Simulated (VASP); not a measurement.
Here is a VASP 6.6.1 calculation.

Contents of INCAR:

```
  ALGO = Normal
  EDIFF = 1E-8
  ENCUT = 520
  GGA = PS
  ISIF = 2
  ISMEAR = -1
  LASPH = T
  LCHARG = F
  LEFG = T
  LREAL = F
  LWAVE = F
  NBANDS = 10
  NELM = 80
  PREC = Accurate
  SIGMA = 0.03
```

File KPOINTS:

```
k-points
0
Gamma
  14 14 14
```

The input POSCAR:

```
Os
1.0
    0.0000000000      1.9450000000      1.9061000000
    1.9450000000      0.0000000000      1.9061000000
    1.9450000000      1.9450000000      0.0000000000
Os
1
Direct
    0.0000000000      0.0000000000      0.0000000000
```

Potentials or basis: VASP PAW PBE potentials, release 64 (Os).

Launch:

```console
$ cat potpaw_PBE.64/Os/POTCAR > POTCAR
$ mpirun -np 1 vasp_std > vasp.out
```

**Question.** Predict the pressure.

**Answer.** -12.8 GPa.

**Question.** Estimate the band gap on the k mesh.

**Answer.** Zero (bands 4 and 5 overlap by 3.93 eV).

Electric field gradients, principal values (V/Å²):
| atom | least | middle | greatest (by size) |
| --- | --- | --- | --- |
| 1 Os | 1.319 | 1.319 | -2.637 |

Caveat: the cell differs from its parent crystal (zz strain of -2 %); the stress differs along the axes, from -15 to -9 GPa; without QUAD_EFG the Cq values of the log hold for a quadrupole moment of 1 mb, not for the nuclei; the PAW data sets were made with another functional, which shifts forces and pressure a little; spin-orbit coupling is left out, which moves the levels of the heavy elements.
